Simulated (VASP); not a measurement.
Set up this calculation in VASP 6.6.1, as the native input.

```yaml
Task: relaxation of cell and atoms
Functional: PBE
Potentials_or_basis: VASP PAW PBE potentials, release 64 (Er_3, Be), 4f in core
Cutoff: 600 eV
k_mesh: 4 × 6 × 4
Occupations: gaussian, width 0.2 eV
Spin: no spin polarisation
Dipole_correction: no
Mended: yes
Further_INCAR_settings: ALGO = Normal; EDIFF = 1e-07; IBRION = 2; EDIFFG = -0.08; NSW = 36; ISIF = 3
```

The structure of ErBe lies in POSCAR:

```
ErBe
1.0
    5.0108205300      0.0000000000      0.0000000000
    0.0000000000      3.2412809000      0.0000000000
    0.0000000000      0.0000000000      5.1556259000
Er Be
2 2
Direct
    0.7500000000      0.0000000000      0.3040469900
    0.2500000000      0.0000000000      0.6959530100
    0.7500000000      0.5000000000      0.8054119900
    0.2500000000      0.5000000000      0.1945880100
```

The cell was built from a structure type or drawn by symmetry, and may not be a known phase.

One way to write it, as run:

INCAR

```
ALGO     = Normal         # electronic algorithm
EDIFF    = 1E-7           # SCF threshold, eV
EDIFFG   = -0.08          # ionic threshold
ENCUT    = 600            # plane-wave cutoff, eV
GGA      = PE             # functional
GGA_COMPAT= F            
IBRION   = 2              # ionic algorithm
ISIF     = 3              # what is computed and relaxed
ISMEAR   = 0              # smearing method
LASPH    = T              # aspherical terms in the spheres
LCHARG   = F              # write CHGCAR
LMAXMIX  = 6              # l up to which the mixer works
LREAL    = F              # projectors in reciprocal space
LWAVE    = F              # write WAVECAR
NELM     = 200            # most SCF steps
NELMIN   = 4            
NSW      = 36             # ionic steps
PREC     = Accurate       # precision mode
SIGMA    = 0.2            # smearing width, eV
```

KPOINTS

```
k-points
0
Gamma
  4 6 4
```

Potentials or basis: VASP PAW PBE potentials, release 64 (Er_3, Be), 4f in core.

The run is started by

```console
$ cat potpaw_PBE.64/Er_3/POTCAR potpaw_PBE.64/Be/POTCAR > POTCAR
$ mpirun -np 1 vasp_std > vasp.out
```

Results of the run:

The relaxed volume is 19.10 Å³/atom and the relaxed cell is a = 4.705 Å, b = 3.342 Å, c = 4.859 Å, α = 90.00°, β = 90.00°, γ = 90.00°. The space group after relaxing (to 0.1 Å) is Pmma (No. 51), the energy gained by relaxing is 117.1 meV/atom and the ionic steps are 11. The pressure after relaxing is 0.1 GPa, the largest force after relaxing is 0.054 eV/Å and the band gap on the k mesh is zero (bands 11 and 12 overlap by 1.81 eV).

Caveat: spin-orbit coupling is left out, which moves the levels of the heavy elements; the 4f electrons are frozen in the core, so they carry no moment and show no levels; the relaxation stopped at a loose force limit of 0.08 eV/Å, so its end isn't a converged minimum.

It took 6.9 min on 1 thread of Intel(R) Xeon(R) Platinum 8259CL CPU @ 2.50GHz (Skylake/Cascade Lake) (shared host), peak memory 0.24 GiB.
